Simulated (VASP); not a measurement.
# AlN (ke600) (F-43m) in VASP: a series of runs

AlN (ke600) is run at these levels: LDA; tasks: single point, relaxation of cell and atoms.

All numbers are computed with VASP 6.6.1; they aren't measurements. Logs are shortened: lines on timing, memory, paths and dates and some standing lists are left out, and cuts for length are marked.

## (1) The cell of the first run

Symmetry: F-43m, No. 216, cubic system. The conventional cell has a = 4.368 Å, b = 4.368 Å, c = 4.368 Å, α = 90.00°, β = 90.00°, γ = 90.00°. Within 2.5 Å of Al (site symmetry -43m) lie 4 N at 1.89 Å. Within 2.5 Å of N (site symmetry -43m) lie 4 Al at 1.89 Å.

## (2) Single point, LDA

INCAR

```
PREC = Accurate
ENCUT = 520
EDIFF = 1E-7
ISMEAR = 0
SIGMA = 0.1
LREAL = False
LASPH = True
NELM = 100
ALGO = Normal
ISIF = 2
LWAVE = False
LCHARG = False
GGA = CA
NBANDS = 11
```

KPOINTS

```
Automatic mesh
0
Gamma
  8 8 8
```

POSCAR

```
AlN
1.0
    0.0000000000      2.1839935600      2.1839935600
    2.1839935600      0.0000000000      2.1839935600
    2.1839935600      2.1839935600      0.0000000000
Al N
1 1
Direct
    0.0000000000      0.0000000000      0.0000000000
    0.2500000000      0.2500000000      0.2500000000
```

Potentials or basis: VASP PAW LDA potentials, release 64 (Al, N).

Command:

```console
> cat potpaw_LDA.64/Al/POTCAR potpaw_LDA.64/N/POTCAR > POTCAR
> mpirun -np 1 vasp_std > vasp.out
```

OUTCAR:

```text
PREC = Accurate
   ENCUT = 520
   EDIFF = 1E-7
   ISMEAR = 0
   LREAL = False
   LASPH = True
   NELM = 100
   ISIF = 2
   GGA = CA

 ion  position               nearest neighbor table
   1  0.000  0.000  0.000-   2 1.89   2 1.89   2 1.89   2 1.89
   2  0.250  0.250  0.250-   1 1.89   1 1.89   1 1.89   1 1.89

  LATTYP: Found a face centered cubic cell.
 ALAT       =     4.3679871200

  Lattice vectors:

 A1 = (   0.0000000000,   2.1839935600,   2.1839935600)
 A2 = (   2.1839935600,   0.0000000000,   2.1839935600)
 A3 = (   2.1839935600,   2.1839935600,   0.0000000000)

Analysis of symmetry for initial positions (statically):
=====================================================================
 Subroutine PRICEL returns:
 Original cell was already a primitive cell.

 Routine SETGRP: Setting up the symmetry group for a
 face centered cubic supercell.

 Subroutine GETGRP returns: Found 24 space group operations
 (whereof 24 operations were pure point group operations)
 out of a pool of 48 trial point group operations.

The static configuration has the point symmetry T_d .

Analysis of symmetry for dynamics (positions and initial velocities):
=====================================================================
 Subroutine PRICEL returns:
 Original cell was already a primitive cell.

 Routine SETGRP: Setting up the symmetry group for a
 face centered cubic supercell.

 Subroutine GETGRP returns: Found 24 space group operations
 (whereof 24 operations were pure point group operations)
 out of a pool of 48 trial point group operations.

The dynamic configuration has the point symmetry T_d .

 Subroutine INISYM returns: Found 24 space group operations
 (whereof 24 operations are pure point group operations),
 and found     1 'primitive' translations

----------------------------------------------------------------------------------------

                                     Primitive cell

  volume of cell :      20.8345

  direct lattice vectors                    reciprocal lattice vectors
     0.000000000  2.183993560  2.183993560    -0.228938404  0.228938404  0.228938404
     2.183993560  0.000000000  2.183993560     0.228938404 -0.228938404  0.228938404
     2.183993560  2.183993560  0.000000000     0.228938404  0.228938404 -0.228938404

  length of vectors
     3.088633313  3.088633313  3.088633313     0.396532948  0.396532948  0.396532948

  position of ions in fractional coordinates (direct lattice)
     0.000000000  0.000000000  0.000000000
     0.250000000  0.250000000  0.250000000

  ion indices of the primitive-cell ions
   primitive index   ion index
                 1           1
                 2           2

----------------------------------------------------------------------------------------

 KPOINTS: Automatic mesh

Automatic generation of k-mesh.
 Grid dimensions read from file:
 generate k-points for:    8    8    8

 Generating k-lattice:

  Cartesian coordinates                     Fractional coordinates (reciprocal lattice)
    -0.028617301  0.028617301  0.028617301     0.125000000  0.000000000  0.000000000
     0.028617301 -0.028617301  0.028617301     0.000000000  0.125000000  0.000000000
     0.028617301  0.028617301 -0.028617301     0.000000000  0.000000000  0.125000000

  Length of vectors
     0.049566618  0.049566618  0.049566618

  Shift w.r.t. Gamma in fractional coordinates (k-lattice)
     0.000000000  0.000000000  0.000000000

 Subroutine IBZKPT returns following result:
 ===========================================

 Found     29 irreducible k-points:

 Following reciprocal coordinates:
            Coordinates               Weight
  0.000000  0.000000  0.000000      1.000000
  0.125000  0.000000  0.000000      8.000000
  0.250000  0.000000  0.000000      8.000000
  0.375000  0.000000  0.000000      8.000000
  0.500000  0.000000  0.000000      4.000000
  0.125000  0.125000  0.000000      6.000000
[... 16 lines left out ...]
  0.500000  0.250000  0.125000     48.000000
 -0.375000  0.250000  0.125000     24.000000
 [... further k-points ...]
   k-points           NKPTS =     29   k-points in BZ     NKDIM =     29   number of bands    NBANDS=     11
   number of dos      NEDOS =    301   number of ions     NIONS =      2
   total plane-waves  NPLWV =  13824
   dimension x,y,z NGX =    24 NGY =   24 NGZ =   24
   dimension x,y,z NGXF=    48 NGYF=   48 NGZF=   48
   ions per type =               1   1
   NGX,Y,Z   is equivalent  to a cutoff of  12.92, 12.92, 12.92 a.u.
   NGXF,Y,Z  is equivalent  to a cutoff of  25.84, 25.84, 25.84 a.u.
 SYSTEM =  unknown system
   PREC   = accura    normal or accurate (medium, high low for compatibility)
   ISTART =      0    job   : 0-new  1-cont  2-samecut
   ICHARG =      2    charge: 1-file 2-atom 10-const
   ISPIN  =      1    spin polarized calculation?
   LNONCOLLINEAR =      F non collinear calculations
   LSORBIT =      F    spin-orbit coupling
   LASPH  =      T    aspherical Exc in radial PAW
   ENCUT  =  520.0 eV  38.22 Ry    6.18 a.u.   5.74  5.74  5.74*2*pi/ulx,y,z
   NELM   =    100;   NELMIN=  2; NELMDL= -5     # of ELM steps
   EDIFF  = 0.1E-06   stopping-criterion for ELM
   LREAL  =      F    real-space projection
   EDIFFG = 0.1E-05   stopping-criterion for IOM
   NSW    =      0    number of steps for IOM
   IBRION =     -1    ionic relax: 0-MD 1-quasi-New 2-CG
   NFREE  =      0    steps in history (QN), initial steepest desc. (CG)
   ISIF   =      2    stress and relaxation
   ISYM   =      2    0-nonsym 1-usesym 2-fastsym
   POTIM  = 0.5000    time-step for ionic-motion
   TEBEG  =    0.0;   TEEND  =   0.0 temperature during run
   PSTRESS=    0.0 pullay stress
   NELECT =       8.0000    total number of electrons
   NUPDOWN=      -1.0000    fix difference up-down
   EMIN   =  10.00;   EMAX   =-10.00  energy-range for DOS
   EFERMI =   0.00;   METHOD = LEGACY
   ISMEAR =     0;   SIGMA  =   0.10  broadening in eV -4-tet -1-fermi 0-gaus
   EFERMI_NEDOS =   21; number of points for ismear=-14 and -15
   IALGO  =     38    algorithm
   IMIX   =      4    mixing-type and parameters
     AMIX     =   0.40;   BMIX     =  1.00
     AMIX_MAG =   1.60;   BMIX_MAG =  1.00
  volume/ion in A,a.u.               =      10.42        70.30
  Fermi-wavevector in a.u.,A,eV,Ry     =   1.189899  2.248583 19.263943  1.415860
  Thomas-Fermi vector in A             =   2.325996
   LORBIT       =      0    0 simple, 1 ext, 2 COOP (PROOUT), +10 PAW based schemes
   GGA     = CA    functional components
   LHFCALC =     F    Hartree Fock is set to
   AEXX    =    0.0000 exact exchange contribution
   IVDW    =     0    specifies the selected vdW correction
   LEPSILON=     F    determine dielectric tensor
   LRPA    =     F    only Hartree local field effects (RPA)
 non-spin polarized calculation
 Gauss-broadening in eV      SIGMA  =   0.10
  energy-cutoff  :      520.00
  volume of cell :       20.83
 maximum number of plane-waves:       568
   NGX = 11   NGY = 11   NGZ = 11

 number of electron       8.0000001 magnetization

 Free energy of the ion-electron system (eV)
  ---------------------------------------------------
  ext. energy  EPLUGINS =         0.00000000
  ---------------------------------------------------
  free energy    TOTEN  =       -16.37275799 eV

  energy without entropy =      -16.37275799  energy(sigma->0) =      -16.37275799

 E-fermi :   6.1927     XC(G=0): -11.2662

 val. band max:        5.7084698323   @ k =   0.0000   0.0000   0.0000
 cond. band min:       8.9312633809   @ k =   0.5000   0.5000   0.0000
 fundamental gap:      3.2227935486
 Fermi energy:         6.1927377303

 k-point     1 :       0.0000    0.0000    0.0000
  band No.  band energies     occupation
      1      -9.1146      2.00000
      2       5.7085      2.00000
      3       5.7085      2.00000
      4       5.7085      2.00000
      5       9.9431      0.00000
      6      18.0422      0.00000
      7      18.0422      0.00000
      8      18.0422      0.00000
      9      23.2320      0.00000
     10      23.2320      0.00000
     11      24.6165      0.00000

 k-point     2 :       0.1250    0.0000    0.0000
  band No.  band energies     occupation
      1      -8.8825      2.00000
      2       4.5348      2.00000
      3       5.6288      2.00000
      4       5.6288      2.00000
      5      10.8606      0.00000
      6      17.4806      0.00000
      7      18.2145      0.00000
      8      18.2145      0.00000
      9      21.6969      0.00000
     10      21.6969      0.00000
     11      23.5638      0.00000

 k-point     3 :       0.2500    0.0000    0.0000
  band No.  band energies     occupation
      1      -8.2429      2.00000
      2       2.4443      2.00000
      3       5.4496      2.00000
      4       5.4496      2.00000
      5      12.1333      0.00000
      6      16.5017      0.00000
      7      17.8317      0.00000
      8      17.8317      0.00000
      9      21.7971      0.00000
     10      21.7971      0.00000
     11      22.7590      0.00000

 k-point     4 :       0.3750    0.0000    0.0000
  band No.  band energies     occupation
      1      -7.4257      2.00000
      2       0.5951      2.00000
      3       5.2865      2.00000
      4       5.2865      2.00000
      5      12.8037      0.00000
      6      15.7615      0.00000
      7      17.0059      0.00000
      8      17.0059      0.00000
      9      23.0216      0.00000
     10      23.7889      0.00000
     11      23.7889      0.00000

 k-point     5 :       0.5000    0.0000    0.0000
  band No.  band energies     occupation
      1      -6.9943      2.00000
      2      -0.2012      2.00000
      3       5.2231      2.00000
      4       5.2231      2.00000
      5      12.9769      0.00000
      6      15.4737      0.00000
      7      16.6714      0.00000
      8      16.6714      0.00000
      9      23.4486      0.00000
     10      25.5194      0.00000
     11      25.5194      0.00000
[... 211 lines left out ...]
 k-point    21 :       0.5000    0.5000    0.0000
  band No.  band energies     occupation
      1      -6.3336      2.00000
      2       0.7530      2.00000
      3       3.9152      2.00000
      4       3.9152      2.00000
      5       8.9313      0.00000
      6      14.1175      0.00000
      7      19.4606      0.00000
      8      21.1974      0.00000
      9      21.1974      0.00000
     10      29.1480      0.00000
     11      29.3948      0.00000

 k-point    22 :       0.3750    0.2500    0.1250
  band No.  band energies     occupation
      1      -7.7263      2.00000
      2       2.1421      2.00000
      3       4.2108      2.00000
      4       5.0987      2.00000
      5      12.4540      0.00000
      6      16.0834      0.00000
      7      16.3699      0.00000
      8      18.7889      0.00000
      9      20.1479      0.00000
     10      24.5975      0.00000
     11      27.1683      0.00000

 k-point    23 :       0.5000    0.2500    0.1250
  band No.  band energies     occupation
      1      -7.0185      2.00000
      2       1.0557      2.00000
      3       3.6141      2.00000
      4       4.7654      2.00000
      5      12.6582      0.00000
      6      15.2097      0.00000
      7      17.0601      0.00000
      8      18.4053      0.00000
      9      21.5224      0.00000
     10      25.0984      0.00000
     11      27.2849      0.00000

 k-point    24 :      -0.3750    0.2500    0.1250
  band No.  band energies     occupation
      1      -6.6625      2.00000
      2       0.5158      2.00000
      3       3.4608      2.00000
      4       4.5760      2.00000
      5      12.7027      0.00000
      6      14.8304      0.00000
      7      17.6983      0.00000
      8      18.2058      0.00000
      9      22.6358      0.00000
     10      24.2600      0.00000
     11      27.5232      0.00000

 [... further k-points ...]
[... 5 lines left out ...]
  --------------------------------------------------------------------------------------
  -------------------------------------------------------------------------------------
  Total       -0.3938122     -0.3938122     -0.3938122      0.0000000     -0.0000000      0.0000000
  in kB      -30.2841696    -30.2841696    -30.2841696      0.0000000     -0.0000000      0.0000000
  external PRESSURE =     -30.2841696 kB  Pullay stress =       0.0000000 kB

 VOLUME and BASIS-vectors are now :
 -----------------------------------------------------------------------------
  energy-cutoff  :      520.00
  volume of cell :       20.83
      direct lattice vectors                 reciprocal lattice vectors
     0.000000000  2.183993560  2.183993560    -0.228938404  0.228938404  0.228938404
     2.183993560  0.000000000  2.183993560     0.228938404 -0.228938404  0.228938404
     2.183993560  2.183993560  0.000000000     0.228938404  0.228938404 -0.228938404

 POSITION                                       TOTAL-FORCE (eV/Angst)
 -----------------------------------------------------------------------------------
      0.00000      0.00000      0.00000         0.000000      0.000000      0.000000
      1.09200      1.09200      1.09200        -0.000000     -0.000000     -0.000000
 -----------------------------------------------------------------------------------
    total drift:                               -0.000000     -0.000000     -0.000000

  FREE ENERGIE OF THE ION-ELECTRON SYSTEM (eV)
  ---------------------------------------------------
  free  energy   TOTEN  =       -16.3727579897 eV

  energy  without entropy=      -16.3727579897  energy(sigma->0) =      -16.37275799
```

Wall time 7.2 s (1 thread of Intel Xeon 8259CL, shared host); peak memory 0.12 GiB.

What came out:

| Property | Result |
| --- | --- |
| Free energy | -16.3728 eV |
| Pressure | -3.0 GPa |
| Band gap on the k mesh | 3.22 eV, indirect (least direct gap 4.23 eV) |

Levels at points of the mesh, in eV from the valence-band top:
```csv
k point,band 2,band 3,band 4,band 5,band 6,band 7
"(0.00, 0.00, 0.00)",0.00,0.00,0.00,4.23,12.33,12.33
"(0.50, 0.00, 0.00)",-5.91,-0.49,-0.49,7.27,9.77,10.96
"(0.50, 0.50, 0.00)",-4.96,-1.79,-1.79,3.22,8.41,13.75
```

A k mesh can miss the band edges.

(Continued in part 2 of 2.)
